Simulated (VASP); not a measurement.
A run of VASP 6.6.1:

The input INCAR:

```
PREC = Accurate
ENCUT = 520
EDIFF = 1E-6
ISMEAR = 0
SIGMA = 0.05
LREAL = False
LASPH = True
NELM = 60
ALGO = Normal
ISIF = 2
LWAVE = False
LCHARG = False
GGA = PE
NBANDS = 15
```

KPOINTS

```
Automatic mesh
0
Gamma
  8 8 8
```

POSCAR

```
BaS
1.0
    0.0000000000      3.1937500000      3.2256875000
    3.1937500000      0.0000000000      3.2256875000
    3.1937500000      3.1937500000      0.0000000000
Ba S
1 1
Direct
    0.0000000000      0.0000000000      0.0000000000
    0.5000000000      0.5000000000      0.5000000000
```

Potentials or basis: VASP PAW PBE potentials, release 64 (Ba_sv, S).

Run with:

```bash
$ cat potpaw_PBE.64/Ba_sv/POTCAR potpaw_PBE.64/S/POTCAR > POTCAR
$ mpirun -np 1 vasp_std > vasp.out
```

Hardware: 1 thread of Intel(R) Xeon(R) Platinum 8488C (Sapphire Rapids), on a shared host.

Problem. Estimate the wall time of this run.

Solution. Run time: 30 s on 1 thread of Intel(R) Xeon(R) Platinum 8488C (Sapphire Rapids), on a shared host, peak memory 0.23 GiB. Counts: scf iterations 13, k points 59.
